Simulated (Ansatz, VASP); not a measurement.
# Sb in VASP and in Ansatz

File INCAR:

```
SYSTEM = Sb
ALGO = Normal
EDIFF = 1E-8
ENCUT = 520
GGA = PS
ISIF = 2
ISMEAR = -1
LASPH = .TRUE.
LCHARG = .FALSE.
LEFG = .TRUE.
LREAL = .FALSE.
LWAVE = .FALSE.
NBANDS = 12
NELM = 100
PREC = Accurate
SIGMA = 0.05
```

The input KPOINTS:

```
k-points
0
G
  9 9 9
  0 0 0
```

File POSCAR:

```
Sb
1.0
    2.0758155868      1.1532306756      3.6931162498
   -2.2253850772      1.2177486856      3.7576342598
   -0.0189105096     -2.5394593611      3.7812494904
Sb
2
Direct
    0.2336400000      0.2336400000      0.2336400000
    0.7663600000      0.7663600000      0.7663600000
```

Input for Ansatz:

```yaml
crystal:
  lattice:
    - [2.0758155868, 1.1532306756, 3.6931162498]
    - [-2.2253850772, 1.2177486856, 3.7576342598]
    - [-0.0189105096, -2.5394593611, 3.7812494904]
  atoms:
    - { symbol: Sb, position: [0.23364, 0.23364, 0.23364] }
    - { symbol: Sb, position: [0.76636, 0.76636, 0.76636] }
kpoints:
  mp_grid: { grid: [9, 9, 9] }
scf:
  occupations: { method: fermi_dirac, width: 0.05 }
hamiltonian:
  xc: pbesol
  pseudopotentials: { kind: all_electron, datasets: crystal }
output:
  forces: true
  stress: true
  eigenvalues: true
  efg: { contact_densities: true }
```

Change from the starting cell: equal xy, yz and zx shear strains of -3 %, crystal datasets.

Alike in both runs: task electric field gradients; functional PBEsol; k mesh 9 × 9 × 9; occupations fermi-dirac, width 0.05 eV; no spin polarisation.

|  | VASP | Ansatz |
| --- | --- | --- |
| version | VASP 6.6.1 | Ansatz 0.2.0 |
| potentials or method | VASP PAW PBE potentials, release 64 (Sb), cutoff 520 eV | all-electron PAW with datasets made for the crystal, scalar-relativistic |

|  | VASP | Ansatz | Ansatz less VASP |
| --- | --- | --- | --- |
| pressure (GPa) | 0.7 | 0.5 | -0.18 |
| traceless stress, the component that is largest in VASP (GPa) | 1.85 | 1.84 | -0.014 |
| rms of the force components (eV/Å) | 0.155 | 0.130 | -0.0259 |
| size of Vzz on the site where it differs most (V/Å²) | 51.4 | 54.8 | +3.39 |

VASP's potentials were made for PBE, not for PBEsol. Atom by atom the forces differ by 0.033 eV/Å (rms over components). Ansatz ran all-electron here, and VASP with PAW potentials.

Neither program's run includes spin-orbit coupling.
